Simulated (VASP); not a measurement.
Wanted: the native input for a VASP 6.6.1 run.

```yaml
Task: single point
Functional: PBEsol
Potentials_or_basis: VASP PAW PBE potentials, release 64 (H, Si, Cl)
Cutoff: 520 eV
k_mesh: 2 × 2 × 1
Occupations: fermi-dirac, width 0.02 eV
Spin: no spin polarisation
Dipole_correction: no
Further_INCAR_settings: LREAL = Auto; ALGO = Normal; EDIFF = 1e-06; NBANDS = 74
```

The structure of Si10H5Cl lies in POSCAR:

```
Si10H5Cl
1.0
    7.6791800000      0.0000000000      0.0000000000
    0.0000000000      7.6791800000      0.0000000000
    0.0000000000      0.0000000000     20.2543620000
H Si Cl
10 20 2
Direct
    0.4093920184      0.0000000000      0.0493720809
    0.0906079816      0.0000000000      0.0493720809
    0.9093920184      0.0000000000      0.0493720809
    0.5906079816      0.0000000000      0.0493720809
    0.4093920184      0.5000000000      0.0493720809
    0.0906079816      0.5000000000      0.0493720809
    0.9093920184      0.5000000000      0.0493720809
    0.5906079816      0.5000000000      0.0493720809
    0.2458396600      0.4721801026      0.4230071527
    0.7491265995      0.4472865592      0.4225323414
    0.2500000000      0.0000000000      0.0921036170
    0.7500000000      0.0000000000      0.0921036170
    0.2500000000      0.5000000000      0.0921036170
    0.7500000000      0.5000000000      0.0921036170
    0.2351072641      0.2482624447      0.1565403541
    0.7370302558      0.2514668233      0.1550096715
    0.2530275368      0.7495012488      0.1600783574
    0.7527064088      0.7502972974      0.1610357315
   -0.0181640488      0.2556377113      0.2227996616
    0.4878411497      0.2565165812      0.2196987000
    0.0054439406      0.7520175331      0.2288254747
    0.5023174349      0.7491349337      0.2292090958
    0.0443289518      0.0047527210      0.2941484407
    0.5102759670      0.0124734672      0.2885502886
    0.0081201378      0.4963653671      0.2933324683
    0.4966226863      0.4915394612      0.2935945353
    0.2884154298      0.0865727851      0.3635972340
    0.7808983511      0.1160528859      0.3218199615
    0.2520123242      0.4023578038      0.3540445263
    0.7547708219      0.4163238783      0.3493778772
    0.3867817918      0.1261301337      0.4613737525
    0.2071260213     -0.1859444628      0.3932821483
```

One way to write it, as run:

INCAR

```
PREC     = Accurate       # precision mode
ENCUT    = 520            # plane-wave cutoff, eV
EDIFF    = 1E-6           # SCF threshold, eV
ISMEAR   = -1             # smearing method
SIGMA    = 0.02           # smearing width, eV
LREAL    = Auto         
LASPH    = T              # aspherical terms in the spheres
NELM     = 80             # most SCF steps
ALGO     = Normal         # electronic algorithm
ISIF     = 2              # what is computed and relaxed
LWAVE    = F              # write WAVECAR
LCHARG   = F              # write CHGCAR
GGA      = PS             # functional
NBANDS   = 74             # bands
```

KPOINTS

```
regular mesh
0
Gamma
  2 2 1
```

Potentials or basis: VASP PAW PBE potentials, release 64 (H, Si, Cl).

Run with:

```sh
$ cat potpaw_PBE.64/H/POTCAR potpaw_PBE.64/Si/POTCAR potpaw_PBE.64/Cl/POTCAR > POTCAR
$ mpirun -np 1 vasp_std > vasp.out
```

Results of the run:

- Largest force: 0.525 eV/Å
- Band gap on the k mesh: 0.62 eV (least direct gap 0.71 eV)

Caveat: there is no dipole correction, which matters where the two faces differ; semilocal functionals underestimate gaps, and a narrow one can read as zero; the PAW data sets were made with another functional, which shifts forces and pressure a little.

Wall time 27 min on 1 thread of Oxide Virtual Turin-like Processor, on a shared host, peak memory 1.1 GiB.
